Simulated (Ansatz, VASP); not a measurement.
One calculation of MoS2, two programs

File INCAR:

```
SYSTEM = MoS2
ALGO = Normal ; EDIFF = 1E-6
ENCUT = 520 ; GGA = PE
ISIF = 2 ; ISMEAR = 0
LASPH = .TRUE. ; LCHARG = .FALSE.
LREAL = .FALSE. ; LWAVE = .FALSE.
NBANDS = 35 ; NELM = 100
PREC = Accurate ; SIGMA = 0.05
```

File KPOINTS:

```
k-points
0
G
  12 12 2
  0 0 0
```

File POSCAR:

```
MoS2
1.0
    3.1341929125      0.0000000000      0.0000000000
   -1.5670964562      2.7142906826      0.0000000000
    0.0000000000      0.0000000000     14.9901896666
Mo S
2 4
Direct
    0.3333333333      0.6666666667      0.2500000000
    0.6666666667      0.3333333333      0.7500000000
    0.3333333333      0.6666666667      0.6423151295
    0.6666666667      0.3333333333      0.1423151295
    0.3333333333      0.6666666667      0.8576848705
    0.6666666667      0.3333333333      0.3576848705
```

Input for Ansatz:

```yaml
crystal:
  lattice:
    - [3.1341929125, 0.0, 0.0]
    - [-1.5670964562, 2.7142906826, 0.0]
    - [0.0, 0.0, 14.9901896666]
  atoms:
    - { symbol: Mo, position: [0.3333333333, 0.6666666667, 0.25] }
    - { symbol: Mo, position: [0.6666666667, 0.3333333333, 0.75] }
    - { symbol: S, position: [0.3333333333, 0.6666666667, 0.6423151295] }
    - { symbol: S, position: [0.6666666667, 0.3333333333, 0.1423151295] }
    - { symbol: S, position: [0.3333333333, 0.6666666667, 0.8576848705] }
    - { symbol: S, position: [0.6666666667, 0.3333333333, 0.3576848705] }
basis:
  ecutwfc: 420
kpoints:
  mp_grid: { grid: [12, 12, 2] }
hamiltonian:
  xc: pbe
scf:
  occupations: { method: gaussian, width: 0.05 }
output:
  forces: true
  stress: true
  eigenvalues: true
```

Alike in both runs: task single point; functional PBE; k mesh 12 × 12 × 2; occupations gaussian, width 0.05 eV; no spin polarisation.

|  | VASP | Ansatz |
| --- | --- | --- |
| version | VASP 6.6.1 | Ansatz 0.2.0 |
| potentials or method | VASP PAW PBE potentials, release 64 (Mo_sv, S), cutoff 520 eV | scalar-relativistic, plane waves, PAW |
| valence electrons in the cell | 52 | 52 |

|  | VASP | Ansatz | Ansatz less VASP |
| --- | --- | --- | --- |
| gap on the k mesh at the Fermi level (eV) | 1.57 | 1.57 | 0.000 |
| least direct gap on the mesh (eV) | 1.90 | 1.90 | -0.004 |
| pressure (GPa) | -0.4 | -0.3 | +0.10 |
| traceless stress, the component that is largest in VASP (GPa) | -4.73 | -4.69 | +0.038 |
| rms of the force components (eV/Å) | 0.295 | 0.290 | -0.0049 |

Atom by atom the forces differ by 0.005 eV/Å (rms over components).
